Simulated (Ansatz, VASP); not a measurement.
**One calculation of Pd, two programs**

Contents of INCAR:

```
SYSTEM = Pd
  PREC = Accurate
  ENCUT = 520
  EDIFF = 1E-6
  ISMEAR = -1
  SIGMA = 0.05
  LREAL = .False.
  LASPH = .True.
  NELM = 100
  ALGO = Normal
  ISIF = 2
  LWAVE = .False.
  LCHARG = .False.
  GGA = PS
  NBANDS = 11
```

The input KPOINTS:

```
regular mesh
0
Gamma
  18 18 18
  0 0 0
```

POSCAR

```
Pd
1.0
    0.0000000000      1.9186143454      1.9186143454
    1.9186143454      0.0000000000      1.9186143454
    1.9186143454      1.9186143454      0.0000000000
Pd
1
Direct
    0.0000000000      0.0000000000      0.0000000000
```

Input for Ansatz:

```yaml
crystal:
  lattice:
    - [0.0, 1.9186143454, 1.9186143454]
    - [1.9186143454, 0.0, 1.9186143454]
    - [1.9186143454, 1.9186143454, 0.0]
  atoms:
    - { symbol: Pd, position: [0.0, 0.0, 0.0] }
kpoints:
  mp_grid: { grid: [18, 18, 18] }
  band_path:
    path:
      - [0.0, 0.0, 0.0]
      - [0.5, 0.0, 0.5]
      - [0.625, 0.25, 0.625]
      - [0.375, 0.375, 0.75]
      - [0.0, 0.0, 0.0]
      - [0.5, 0.5, 0.5]
      - [0.5, 0.25, 0.75]
      - [0.5, 0.0, 0.5]
    npoints: 5
scf:
  occupations: { method: fermi_dirac, width: 0.05 }
hamiltonian:
  xc: pbesol
  pseudopotentials: { kind: all_electron, lapw: { basis_error: 0.00025 } }
output:
  forces: true
  stress: true
  eigenvalues: true
```

Change from the starting cell: volume scaled by 0.96.

Alike in both runs: task single point; functional PBEsol; k mesh 18 × 18 × 18; occupations fermi-dirac, width 0.05 eV; no spin polarisation.

|  | VASP | Ansatz |
| --- | --- | --- |
| version | VASP 6.6.1 | Ansatz 0.2.0 |
| potentials or method | VASP PAW PBE potentials, release 64 (Pd), cutoff 520 eV | all-electron LAPW, scalar-relativistic |

VASP gave:

| Item | Value |
| --- | --- |
| pressure (GPa) | 6.2 |

**Question.** Estimate Ansatz's values.

**Answer.** Pressure (GPa): 6.5.

VASP's potentials were made for PBE, not for PBEsol. Ansatz ran all-electron here, and VASP with PAW potentials.
